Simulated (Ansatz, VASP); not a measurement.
## One calculation of Ru14W, two programs

```
Ru W
1.0
     4.07963    2.35537    0.00000
    -4.07963    2.35537    0.00000
     0.00000    0.00000   20.59401
Ru W
14 1
Direct
  0.33333 0.33358 0.29411
  0.66691 0.00000 0.29411
  0.99975 0.66642 0.29411
  0.33333 0.00000 0.39519
  0.66667 0.66667 0.39352
  0.00000 0.33333 0.39352
  0.33333 0.33543 0.49892
  0.66876 0.00000 0.49892
  0.99791 0.66457 0.49892
  0.66667 0.66667 0.60582
  0.00000 0.33333 0.60582
  0.33333 0.33572 0.70661
  0.66905 0.00000 0.70661
  0.99761 0.66428 0.70661
  0.33333 0.00000 0.60722
```

Alike in both runs: functional PBE; k mesh 9 × 9 × 1; occupations methfessel-paxton of order 1, width 0.1 eV; no spin polarisation.

Ansatz relaxed the structure, and its values are those at the end. VASP's run is a single point on that final structure, the one shown.

```csv
,VASP,Ansatz
version,VASP 6.6.1,Ansatz 0.2.0
potentials or method,"VASP PAW PBE potentials, release 64 (Ru_pv, W_sv), cutoff 520 eV","scalar-relativistic, plane waves, PAW"
valence electrons in the cell,210,238
```

|  | VASP | Ansatz | Ansatz less VASP |
| --- | --- | --- | --- |
| gap on the k mesh at the Fermi level (eV) | none | none | - |
| rms of the force components (eV/Å) | 0.010 | 0.001 | -0.0092 |

A gap of «none» marks a metal or a gap that the smearing closes. VASP's potentials hold 210 valence electrons a cell and Ansatz's 238, so a difference there can come from the potentials and not from the codes. Ansatz's warnings: vacuum density over bound, xc potential rough in thin density.

Neither program's run includes spin-orbit coupling.
